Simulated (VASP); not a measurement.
Here is a VASP 6.6.1 calculation.

The input POSCAR:

```
P
1.0
    0.0000000000      1.9400000000      1.9400000000
    1.9400000000      0.0000000000      1.9400000000
    1.9400000000      1.9400000000      0.0000000000
P
1
Direct
    0.0000000000      0.0000000000      0.0000000000
```

INCAR.step1

```
SYSTEM = P
PREC = Accurate
ENCUT = 550
ISMEAR = 0
SIGMA = 0.05
LREAL = .False.
LASPH = .True.
NELM = 120
GGA = PE
ALGO = Normal
EDIFF = 1E-5
LWAVE = .True.
LCHARG = .False.
GGA_COMPAT = .False.
IBRION = 2
ISIF = 3
EDIFFG = -0.005
NELMIN = 4
NSW = 100
```

File INCAR.step2:

```
SYSTEM = P
PREC = Accurate
ENCUT = 550
EDIFF = 1E-7
ISMEAR = 0
SIGMA = 0.05
LREAL = .False.
LASPH = .True.
NELM = 120
ALGO = Normal
ISIF = 3
LWAVE = .False.
LCHARG = .False.
METAGGA = R2SCAN
LMIXTAU = .True.
IBRION = 2
NSW = 80
EDIFFG = -0.01
PSTRESS = 450.0
ISTART = 1
GGA_COMPAT = .False.
NELMIN = 4
```

File KPOINTS:

```
Automatic mesh
0
Gamma
  19 19 19
  0 0 0
```

Potentials or basis: VASP PAW PBE potentials, release 64 (P).

The run is started by

```sh
$ cat potpaw_PBE.64/P/POTCAR > POTCAR
$ cp INCAR.step1 INCAR
$ mpirun -np 1 vasp_std > vasp.out
$ cp INCAR.step2 INCAR
$ mpirun -np 1 vasp_std > vasp.out
```

Estimate the relaxed volume.

10.85 Å³/atom.

What does it give for the space group after relaxing (to 0.1 Å)?

Fm-3m (No. 225).

Estimate the relaxed cell.

a = 2.485 Å, b = 2.485 Å, c = 2.485 Å, α = 60.00°, β = 60.00°, γ = 60.00°.

Final structure:
```
CELL_PARAMETERS angstrom
0.00000 1.75716 1.75716
1.75716 0.00000 1.75716
1.75716 1.75716 0.00000
ATOMIC_POSITIONS crystal
P 0.00000 0.00000 0.00000
```

Caveat: the cell is relaxed towards a set pressure, so the run minimises the enthalpy, not the energy; the volume moved by over 15 % at a fixed basis, so the end points are rough; the PAW data sets were made with another functional, which shifts forces and pressure a little.
